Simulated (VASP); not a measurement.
A run of VASP 6.6.1 is set up as follows.

File INCAR:

```
PREC = Accurate
ENCUT = 600
EDIFF = 1E-6
ISMEAR = 0
SIGMA = 0.1
LREAL = F
LASPH = T
NELM = 120
ALGO = Normal
ISIF = 2
LWAVE = F
LCHARG = T
GGA = PE
LELF = T
LVHAR = T
NBANDS = 33
GGA_COMPAT = F
```

KPOINTS

```
Automatic mesh
0
Gamma
  12 12 8
```

Contents of POSCAR:

```
SiNi2
1.0
    4.0150330926      0.0000000000      0.0000000000
   -2.0075165463      3.4771206552      0.0000000000
    0.0000000000      0.0000000000      5.2122193860
Si Ni
2 4
Direct
    0.3333333333      0.6666666667      0.7500000000
    0.6666666667      0.3333333333      0.2500000000
    0.0000000000      0.0000000000      0.0000000000
    0.0000000000      0.0000000000      0.5000000000
    0.3333333333      0.6666666667      0.2500000000
    0.6666666667      0.3333333333      0.7500000000
```

Potentials or basis: VASP PAW PBE potentials, release 64 (Si, Ni).

Command:

```console
$ cat potpaw_PBE.64/Si/POTCAR potpaw_PBE.64/Ni/POTCAR > POTCAR
$ mpirun -np 1 vasp_std > vasp.out
```

Task: What does it give for the pressure?

Result: -15.1 GPa.

Task: Estimate the band gap on the k mesh.

Result: Zero (bands 24 and 25 overlap by 2.87 eV).

Stress tensor (GPa, compression positive):
```
-15.02   0.00   0.00
  0.00 -15.02   0.00
  0.00   0.00 -15.16
```

Caveat: the cell stands under tension. Spin polarisation is off, so any magnetic state and its effect on volume and gap are missing.
